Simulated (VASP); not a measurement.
A run of VASP 6.6.1:

Contents of POSCAR:

```
P
1.0
    4.6275012813      0.0000000000      0.0000000000
    0.0000000000      3.1931115251      0.0000000000
    0.0000000000      0.0000000000     27.8195791164
P
4
Direct
    0.0896676512      0.0000000000      0.3790885903
    0.4103323488      0.5000000000      0.3790885903
    0.5896676512      0.5000000000      0.3038836402
    0.9103323488      0.0000000000      0.3038836402
```

File INCAR.step1:

```
  PREC = Accurate
  ENCUT = 520
  ISMEAR = 0
  SIGMA = 0.01
  LREAL = False
  LASPH = True
  NELM = 100
  LDIPOL = True
  IDIPOL = 3
  DIPOL = 0.5 0.5 0.341
  NBANDS = 18
  GGA = PE
  ALGO = Normal
  EDIFF = 1E-4
  LWAVE = True
  LCHARG = False
```

INCAR.step2

```
  PREC = Accurate
  ENCUT = 520
  EDIFF = 1E-7
  ISMEAR = 0
  SIGMA = 0.01
  LREAL = False
  LASPH = True
  NELM = 100
  ALGO = Normal
  ISIF = 2
  LWAVE = False
  LCHARG = False
  LDIPOL = True
  IDIPOL = 3
  DIPOL = 0.5 0.5 0.341
  METAGGA = R2SCAN
  LMIXTAU = True
  NBANDS = 18
  ISTART = 1
```

File KPOINTS:

```
regular mesh
0
Gamma
  6 8 1
```

Potentials or basis: VASP PAW PBE potentials, release 64 (P).

Command:

```sh
$ cat potpaw_PBE.64/P/POTCAR > POTCAR
$ cp INCAR.step1 INCAR
$ mpirun -np 1 vasp_std > vasp.out
$ cp INCAR.step2 INCAR
$ mpirun -np 1 vasp_std > vasp.out
```

Hardware: 1 thread of Intel(R) Xeon(R) Platinum 8259CL CPU @ 2.50GHz (Skylake/Cascade Lake), on a shared host.

Task: Estimate the wall time of this run.

Result: Run time: 17 min on 1 thread of Intel(R) Xeon(R) Platinum 8259CL CPU @ 2.50GHz (Skylake/Cascade Lake) (shared host), peak memory 0.51 GiB. Counts: k points 20.
